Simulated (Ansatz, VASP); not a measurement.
# Au2S in VASP and in Ansatz

File INCAR:

```
SYSTEM = Au2S
ALGO = Normal
EDIFF = 1E-6
ENCUT = 520
ISIF = 2
ISMEAR = 1
LASPH = .TRUE.
LCHARG = .FALSE.
LREAL = .FALSE.
LWAVE = .FALSE.
NBANDS = 37
NELM = 60
PREC = Accurate
SIGMA = 0.1
```

The input KPOINTS:

```
k-points
0
G
  5 5 5
  0 0 0
```

The input POSCAR:

```
Au2S
1.0
    5.0205700000      0.0000000000      0.0000000000
    0.0000000000      5.0205700000      0.0000000000
    0.0000000000      0.0000000000      5.0205700000
S Au
2 4
Direct
    0.0000000000      0.0000000000      0.0000000000
    0.5000000000      0.5000000000      0.5000000000
    0.2500000000      0.2500000000      0.2500000000
    0.2500000000      0.7500000000      0.7500000000
    0.7500000000      0.7500000000      0.2500000000
    0.7500000000      0.2500000000      0.7500000000
```

Input for Ansatz:

```yaml
crystal:
  lattice:
    - [5.02057, 0.0, 0.0]
    - [0.0, 5.02057, 0.0]
    - [0.0, 0.0, 5.02057]
  atoms:
    - { symbol: S, position: [0.0, 0.0, 0.0] }
    - { symbol: S, position: [0.5, 0.5, 0.5] }
    - { symbol: Au, position: [0.25, 0.25, 0.25] }
    - { symbol: Au, position: [0.25, 0.75, 0.75] }
    - { symbol: Au, position: [0.75, 0.75, 0.25] }
    - { symbol: Au, position: [0.75, 0.25, 0.75] }
kpoints:
  mp_grid:
    grid: [5, 5, 5]
hamiltonian:
  xc: lda
scf:
  occupations:
    method: cold
    width: 0.1
  mixing:
    beta: 0.1
output:
  eigenvalues: true
```

Alike in both runs: task single point; functional LDA; k mesh 5 × 5 × 5; no spin polarisation.

|  | VASP | Ansatz |
| --- | --- | --- |
| version | VASP 6.6.1 | Ansatz 0.2.0 |
| potentials or method | VASP PAW LDA potentials, release 64 (S, Au) | plane waves, PAW |
| plane-wave cutoff (eV) | 520 | 420 |
| occupations | methfessel-paxton of order 1, width 0.1 eV | cold, width 0.1 eV |
| valence electrons in the cell | 56 | 88 |

```csv
,VASP,Ansatz,Ansatz less VASP
gap on the k mesh at the Fermi level (eV),1.29,1.29,-0.005
```

LDA's correlation is that of Perdew and Zunger in VASP and of Perdew and Wang (1992) in Ansatz. VASP's potentials hold 56 valence electrons a cell and Ansatz's 88, so a difference there can come from the potentials and not from the codes.

Neither program's run includes spin-orbit coupling.
